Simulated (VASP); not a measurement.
A run of VASP 6.6.1 is set up as follows.

Contents of INCAR:

```
SYSTEM = Al2Cl2F
  ALGO = Normal
  EDIFF = 1E-7
  ENCUT = 520
  GGA = PE
  ISIF = 2
  ISMEAR = 0
  LASPH = .TRUE.
  LCHARG = .TRUE.
  LELF = .TRUE.
  LREAL = .FALSE.
  LVHAR = .TRUE.
  LWAVE = .FALSE.
  NBANDS = 22
  NELM = 60
  PREC = Accurate
  SIGMA = 0.1
```

KPOINTS

```
k-points
0
G
  4 4 4
  0 0 0
```

The input POSCAR:

```
Al2Cl2F
1.0
    5.1270070763      0.0000000000      0.0000000000
    0.0000000000      5.1270070763      0.0000000000
    0.0000000000      0.0000000000      6.2533250500
Al Cl F
2 2 1
Direct
    0.5000000000      0.5000000000      0.6984030992
    0.5000000000      0.5000000000      0.3015969008
    0.0000000000      0.5000000000      0.5000000000
    0.5000000000      0.0000000000      0.5000000000
    0.5000000000      0.5000000000      0.0000000000
```

Potentials or basis: VASP PAW PBE potentials, release 64 (Al, Cl, F).

The run is started by

```bash
$ cat potpaw_PBE.64/Al/POTCAR potpaw_PBE.64/Cl/POTCAR potpaw_PBE.64/F/POTCAR > POTCAR
$ mpirun -np 1 vasp_std > vasp.out
```

Task: Predict the largest force.

Result: 0.005 eV/Å.

Task: What does it give for the pressure?

Result: 0.0 GPa.

Forces in eV/Å, atoms in the order of the input:
```
Al   0.000  0.000  0.005
Al   0.000  0.000 -0.005
Cl   0.000  0.000  0.000
Cl   0.000  0.000  0.000
F    0.000  0.000  0.000
```

Caveat: an odd number of electrons without spin polarisation forces a metal; a magnetic or distorted state may lie lower.
